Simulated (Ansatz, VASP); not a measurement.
# Si3Mo: VASP beside Ansatz

```xyz
8
Lattice="3.1901 0.0000 0.0000 0.0000 3.1901 0.0000 0.0000 0.0000 24.1520" Properties=species:S:1:pos:R:3 pbc="T T T"
Si    1.5950    1.5950    7.4756
Si    0.0000    0.0000    8.7794
Si    0.0000    0.0000   11.4057
Si    1.5950    1.5950   12.7463
Si    1.5950    1.5950   15.3726
Si    0.0000    0.0000   16.6763
Mo    1.5950    1.5950   10.1021
Mo    0.0000    0.0000   14.0499
```

Alike in both runs: functional PBEsol; k mesh 11 × 11 × 1; occupations gaussian, width 0.1 eV; no spin polarisation.

Ansatz relaxed the structure, and its values are those at the end. VASP's run is a single point on that final structure, the one shown.

|  | VASP | Ansatz |
| --- | --- | --- |
| version | VASP 6.6.1 | Ansatz 0.2.0 |
| potentials or method | VASP PAW PBE potentials, release 64 (Si, Mo_sv), cutoff 520 eV | scalar-relativistic, plane waves, PAW |
| valence electrons in the cell | 52 | 52 |

VASP gave:

* gap on the k mesh at the Fermi level (eV): none
* rms of the force components (eV/Å): 0.006
* work function, face that differs most (eV): 5.19

Estimate Ansatz's values.

gap on the k mesh at the Fermi level (eV): none; rms of the force components (eV/Å): 0.001; work function, face that differs most (eV): 5.19.

VASP's potentials were made for PBE, not for PBEsol. A gap of «none» marks a metal or a gap that the smearing closes. With one functional, cell and mesh, what is left measures potentials, basis and numerics.
